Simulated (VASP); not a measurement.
Crystal: Ge3PdRu.

```
Ge Ru Pd
1.0
     4.45660    0.00000    0.00000
     0.00000    4.45660    0.00000
     0.00000    0.00000    4.45660
Ge Ru Pd
3 1 1
Direct
  0.00000 0.50000 0.50000
  0.50000 0.00000 0.50000
  0.50000 0.50000 0.00000
  0.00000 0.00000 0.00000
  0.50000 0.50000 0.50000
```

| Item | Value |
| --- | --- |
| Program | VASP 6.6.1 |
| Task | relaxation of cell and atoms |
| Functional | PBE |
| Potentials or basis | VASP PAW PBE potentials, release 64 (Ge_d, Ru_pv, Pd) |
| Cutoff | 600 eV |
| k mesh | 4 × 4 × 4 |
| Occupations | gaussian, width 0.1 eV |
| Spin | no spin polarisation |

At the start: pressure 22.5 GPa; volume 17.70 Å³/atom.

Question: How do energy, volume and symmetry change on relaxing?

Answer: Over 3 steps the energy falls by 212.6 meV/atom and the volume is 21.35 Å³/atom (+20.6 %); space group Pm-3m (No. 221, to 0.05 Å).

Step by step:
```
step  energy change (eV)  largest force (eV/Å)  pressure (GPa)  volume (Å³)
   1              0.0000                0.0000           22.45        88.51
   2             -0.5218                0.0000           -8.49       124.25
   3             -1.0629                0.0000           -0.14       106.77
```

Final structure:
```
CELL_PARAMETERS angstrom
4.74404 0.00000 0.00000
0.00000 4.74404 0.00000
0.00000 0.00000 4.74404
ATOMIC_POSITIONS crystal
Ge 0.00000 0.50000 0.50000
Ge 0.50000 0.00000 0.50000
Ge 0.50000 0.50000 0.00000
Ru 0.00000 0.00000 0.00000
Pd 0.50000 0.50000 0.50000
```

Caveat: the volume moved by over 15 % at a fixed basis, so the end points are rough.
